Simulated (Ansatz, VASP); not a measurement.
## Two plane-wave programs on TaSi2

```
CELL_PARAMETERS angstrom
-4.80571 0.00000 0.00000
-2.40285 -4.16186 0.00000
0.00000 0.00000 13.04469
ATOMIC_POSITIONS crystal
Ta 0.50000 0.00000 0.08431
Ta 0.50000 0.00000 0.59006
Ta 0.00000 0.50000 0.25289
Ta 0.00000 0.50000 0.75864
Ta 0.50000 0.50000 0.92722
Ta 0.50000 0.50000 0.42147
Si 0.15892 0.68216 0.08431
Si 0.15892 0.68216 0.59006
Si 0.31784 0.84108 0.25289
Si 0.31784 0.84108 0.75864
Si 0.15892 0.15892 0.92722
Si 0.15892 0.15892 0.42147
Si 0.84108 0.31784 0.08431
Si 0.84108 0.31784 0.59006
Si 0.68216 0.15892 0.25289
Si 0.68216 0.15892 0.75864
Si 0.84108 0.84108 0.92722
Si 0.84108 0.84108 0.42147
```

Alike in both runs: task single point; functional PBE; k mesh 9 × 9 × 3; occupations gaussian, width 0.15 eV; no spin polarisation.

```csv
,VASP,Ansatz
version,VASP 6.6.1,Ansatz 0.2.0
potentials or method,"VASP PAW PBE potentials, release 64 (Ta_pv, Si), cutoff 520 eV","scalar-relativistic, plane waves, PAW"
valence electrons in the cell,114,126
```

|  | VASP | Ansatz | Ansatz less VASP |
| --- | --- | --- | --- |
| gap on the k mesh at the Fermi level (eV) | none | none | - |
| pressure (GPa) | 3.0 | 2.9 | -0.10 |
| traceless stress, the component that is largest in VASP (GPa) | 3.33 | 3.32 | -0.001 |
| rms of the force components (eV/Å) | 0.442 | 0.441 | -0.0010 |

Atom by atom the forces differ by 0.003 eV/Å (rms over components). A gap of «none» marks a metal or a gap that the smearing closes. VASP's potentials hold 114 valence electrons a cell and Ansatz's 126, so a difference there can come from the potentials and not from the codes.

Spin-orbit coupling is off throughout.
